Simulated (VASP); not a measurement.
**ScBe: single point with PBE**

Crystal: ScBe.

```xyz
4
Lattice="1.7143 -4.5232 0.0000 1.7143 4.5232 0.0000 0.0000 0.0000 3.4054" Properties=species:S:1:pos:R:3 pbc="T T T"
Sc    1.7143   -3.2024    2.5541
Sc    1.7143    3.2024    0.8514
Be    1.7143   -0.4523    2.5541
Be    1.7143    0.4523    0.8514
```

| Property | Result |
| --- | --- |
| Program | VASP 6.6.1 |
| Task | single point |
| Functional | PBE |
| Potentials or basis | VASP PAW PBE potentials, release 64 (Sc_sv, Be) |
| Cutoff | 520 eV |
| k mesh | 6 × 6 × 6 |
| Occupations | gaussian, width 0.1 eV |
| Spin | no spin polarisation |

```json
{"Pressure": "29.4 GPa", "Largest force": "1.093 eV/Å", "Band gap on the k mesh": "zero (band 13 reaches 6.50 eV, above the bottom of band 14 at 4.85 eV)"}
```

Forces on the atoms (eV/Å):
```
Sc   0.000  0.916  0.000
Sc   0.000 -0.916  0.000
Be   0.000 -1.093  0.000
Be   0.000  1.093  0.000
```

Stress tensor (GPa, compression positive):
```
26.02  0.00  0.00
 0.00 25.64  0.00
 0.00  0.00 36.41
```

Levels at points of the mesh, in eV from the Fermi level:
```
           k point  band 10  band 11  band 12  band 13  band 14  band 15  band 16  band 17
(0.00, 0.00, 0.00)    -2.98    -0.63    -0.26     0.11     0.21     1.25     2.25     2.74
(0.50, 0.00, 0.00)    -3.76    -1.64    -0.85    -0.49     0.41     1.20     1.29     2.79
(0.50, 0.50, 0.00)    -4.73    -0.55    -0.13    -0.04     0.23     1.09     2.72     2.78
(0.00, 0.00, 0.50)    -4.52    -0.81    -0.81     0.09     0.09     0.23     0.23     4.31
(0.50, 0.00, 0.50)    -3.48    -1.31    -1.31    -0.56    -0.56     0.20     0.20     4.35
(0.50, 0.50, 0.50)    -4.22    -1.64    -1.64     1.09     1.09     1.26     1.26     2.42
```

It took 110 s on 1 thread of Intel(R) Xeon(R) Platinum 8259CL CPU @ 2.50GHz (Skylake/Cascade Lake), with other jobs on the host, peak memory 0.21 GiB.

Caveat: forces of over 1 eV/Å act on the atoms, so gaps and moduli don't describe the material at rest.
